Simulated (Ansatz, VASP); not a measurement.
# One calculation of Ge, two programs

The input INCAR:

```
SYSTEM = Ge
PREC     = Accurate       ! precision mode
ENCUT    = 520            ! plane-wave cutoff, eV
EDIFF    = 1E-6           ! SCF threshold, eV
ISMEAR   = -1             ! smearing method
SIGMA    = 0.05           ! smearing width, eV
LREAL    = .False.        ! projectors in reciprocal space
LASPH    = .True.         ! aspherical terms in the spheres
NELM     = 60             ! most SCF steps
ALGO     = Normal         ! electronic algorithm
ISIF     = 2              ! what is computed and relaxed
LWAVE    = .False.        ! write WAVECAR
LCHARG   = .False.        ! write CHGCAR
GGA      = CA             ! functional
NBANDS   = 21             ! bands
```

Contents of KPOINTS:

```
regular mesh
0
Gamma
  10 10 6
  0 0 0
```

File POSCAR:

```
Ge
1.0
    1.4679416364     -2.5596219381      0.0000000000
    1.4679416364      2.5596219381      0.0000000000
    0.0000000000      0.0000000000      4.6637015279
Ge
2
Direct
    0.3334466300      0.6665533700      0.2500000000
    0.6665533700      0.3334466300      0.7500000000
```

The input input.yaml:

```yaml
crystal:
  lattice:
    - [1.4679416364, -2.5596219381, 0.0]
    - [1.4679416364, 2.5596219381, 0.0]
    - [0.0, 0.0, 4.6637015279]
  atoms:
    - { symbol: Ge, position: [0.33344663, 0.66655337, 0.25] }
    - { symbol: Ge, position: [0.66655337, 0.33344663, 0.75] }
kpoints:
  mp_grid: { grid: [10, 10, 6] }
scf:
  occupations: { method: fermi_dirac, width: 0.05 }
hamiltonian:
  xc: lda
  pseudopotentials: { kind: all_electron, lapw: { basis_error: 0.001 } }
output:
  forces: true
  stress: true
  eigenvalues: true
```

Change from the starting cell: volume scaled by 0.96.

Alike in both runs: task single point; functional LDA; k mesh 10 × 10 × 6; occupations fermi-dirac, width 0.05 eV; no spin polarisation.

```csv
,VASP,Ansatz
version,VASP 6.6.1,Ansatz 0.2.0
potentials or method,"VASP PAW LDA potentials, release 64 (Ge_d), cutoff 520 eV","all-electron LAPW, scalar-relativistic"
```

VASP gave:

```
gap on the k mesh at the Fermi level (eV)                     : none
pressure (GPa)                                                : 2.1
traceless stress, the component that is largest in VASP (GPa) : 1.80
```

What did Ansatz give for the same quantities?

gap on the k mesh at the Fermi level (eV): none; pressure (GPa): 2.2; traceless stress, the component that is largest in VASP (GPa): 1.79.

LDA's correlation is that of Perdew and Zunger in VASP and of Perdew and Wang (1992) in Ansatz. A gap of «none» marks a metal or a gap that the smearing closes. Ansatz ran all-electron here, and VASP with PAW potentials.
